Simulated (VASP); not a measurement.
Runs of VASP 6.6.1 on GaP. The structure is that of space group I-4m2 (No. 119), or close to it. The cells are those of the table. 

```csv
cell,gap on the mesh (eV),pressure (GPa)
"a = 3.854, b = 4.026, c = 4.026 Å, angles 57.2, 61.4, 61.4°, 2 atoms",1.37,-6.2
"a = 3.854, b = 3.712, c = 3.712 Å, angles 62.5, 58.7, 58.7°, 2 atoms",0.98,7.9
"a = 3.854, b = 3.666, c = 3.666 Å, angles 63.4, 58.3, 58.3°, 2 atoms",0.65,(c)
"a = 3.854, b = 4.051, c = 4.051 Å, angles 56.8, 61.6, 61.6°, 2 atoms",1.23,-6.8
"a = 3.854, b = 4.001, c = 4.001 Å, angles 57.6, 61.2, 61.2°, 2 atoms",(a),(b)
"a = 3.854, b = 3.759, c = 3.759 Å, angles 61.7, 59.2, 59.2°, 2 atoms",1.29,5.0
```

Alike in all rows: task single point; level r2SCAN; potentials or basis VASP PAW PBE potentials, release 64 (Ga_d, P); no spin polarisation; k mesh 8 × 8 × 8; cutoff (eV) 520; smearing gaussian 0.05 eV.

Problem. Fill in the values left out.

Solution. (a) 1.52; (b) -5.5; (c) 11.3.

Caveats: the PAW data sets were made with another functional, which shifts forces and pressure a little.

A k mesh can miss the band edges, and the runs leave out spin-orbit coupling on Ga.
